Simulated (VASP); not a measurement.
A run of VASP 6.6.1 is set up as follows.

The input INCAR:

```
SYSTEM = Sn
PREC = Accurate ; ENCUT = 520
EDIFF = 1E-7 ; ISMEAR = -1
SIGMA = 0.15 ; LREAL = .False.
LASPH = .True. ; NELM = 80
ALGO = Normal ; ISIF = 2
LWAVE = .False. ; LCHARG = .False.
GGA = CA ; NBANDS = 13
```

Contents of KPOINTS:

```
regular mesh
0
Gamma
  12 12 12
  0 0 0
```

The input POSCAR:

```
Sn
1.0
   -1.7265390000      1.7755470000      2.3383420000
    1.7265390000     -1.7755470000      2.3383420000
    1.7265390000      1.7755470000     -2.3383420000
Sn
1
Direct
    0.0000000000      0.0000000000      0.0000000000
```

Potentials or basis: VASP PAW LDA potentials, release 64 (Sn_d).

The run is started by

```sh
$ cat potpaw_LDA.64/Sn_d/POTCAR > POTCAR
$ mpirun -np 1 vasp_std > vasp.out
```

What does it give for the band gap on the k mesh?

Zero (band 7 reaches 14.15 eV, above the bottom of band 8 at 5.34 eV).

What does it give for the pressure?

-4.7 GPa.

Stress tensor (GPa, compression positive):
```
-4.44  0.00  0.00
 0.00 -4.92  0.00
 0.00  0.00 -4.85
```

Caveat: spin-orbit coupling is left out, which moves the levels of the heavy elements.
